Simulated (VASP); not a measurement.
Write the native input for VASP 6.6.1 that does the following.

```yaml
Task: relaxation of cell and atoms
Functional: r2SCAN
Potentials_or_basis: VASP PAW PBE potentials, release 64 (Li_sv, Be)
Cutoff: 600 eV
k_mesh: 7 × 7 × 7
Occupations: methfessel-paxton, width 0.1 eV
Spin: no spin polarisation
Target_pressure: 60 GPa
Dipole_correction: no
Further_INCAR_settings: ALGO = Normal; EDIFF = 1e-06; IBRION = 2; EDIFFG = -0.02; NSW = 80; ISIF = 3
```

LiBe:

```xyz
2
Lattice="2.8100 0.0000 0.0000 0.0000 2.8100 0.0000 0.0000 0.0000 2.8100" Properties=species:S:1:pos:R:3 pbc="T T T"
Li    0.0000    0.0000    0.0000
Be    1.4050    1.4050    1.4050
```

One way to write it, as run:

POSCAR

```
LiBe
1.0
    2.8100000000      0.0000000000      0.0000000000
    0.0000000000      2.8100000000      0.0000000000
    0.0000000000      0.0000000000      2.8100000000
Li Be
1 1
Direct
    0.0000000000      0.0000000000      0.0000000000
    0.5000000000      0.5000000000      0.5000000000
```

INCAR.step1

```
SYSTEM = LiBe
PREC = Accurate
ENCUT = 600
ISMEAR = 1
SIGMA = 0.1
LREAL = .FALSE.
LASPH = .TRUE.
NELM = 60
GGA = PE
ALGO = Normal
EDIFF = 1E-4
LWAVE = .TRUE.
LCHARG = .FALSE.
```

INCAR.step2

```
SYSTEM = LiBe
PREC = Accurate
ENCUT = 600
EDIFF = 1E-6
ISMEAR = 1
SIGMA = 0.1
LREAL = .FALSE.
LASPH = .TRUE.
NELM = 60
ALGO = Normal
ISIF = 3
LWAVE = .FALSE.
LCHARG = .FALSE.
METAGGA = R2SCAN
LMIXTAU = .TRUE.
IBRION = 2
NSW = 80
EDIFFG = -0.02
PSTRESS = 600.0
ISTART = 1
```

KPOINTS

```
regular mesh
0
G
  7 7 7
  0 0 0
```

Potentials or basis: VASP PAW PBE potentials, release 64 (Li_sv, Be).

Launch:

```console
$ cat potpaw_PBE.64/Li_sv/POTCAR potpaw_PBE.64/Be/POTCAR > POTCAR
$ cp INCAR.step1 INCAR
$ mpirun -np 1 vasp_std > vasp.out
$ cp INCAR.step2 INCAR
$ mpirun -np 1 vasp_std > vasp.out
```

It gave:

The relaxed volume is 6.83 Å³/atom, the relaxed cell is a = 2.391 Å, b = 2.391 Å, c = 2.391 Å, α = 90.00°, β = 90.00°, γ = 90.00° and the space group after relaxing (to 0.05 Å) is Pm-3m (No. 221). The energy change on relaxing (the enthalpy is what falls) is +564.2 meV/atom. The ionic steps are 17 and the pressure after relaxing is 59.8 GPa.

Caveat: the cutoff is under 1.25 times the usual one of these potentials, so pressure, stress and relaxed cells hold a basis-set (Pulay) error; the cell is relaxed towards a set pressure, so the enthalpy falls and the energy may rise; the volume moved by over 15 % at a fixed basis, so the end points are rough; the PAW data sets were made with another functional, which shifts forces and pressure a little.

It took 96 s on 1 thread of Intel(R) Xeon(R) Platinum 8259CL CPU @ 2.50GHz (Skylake/Cascade Lake), on a shared host, peak memory 0.14 GiB.
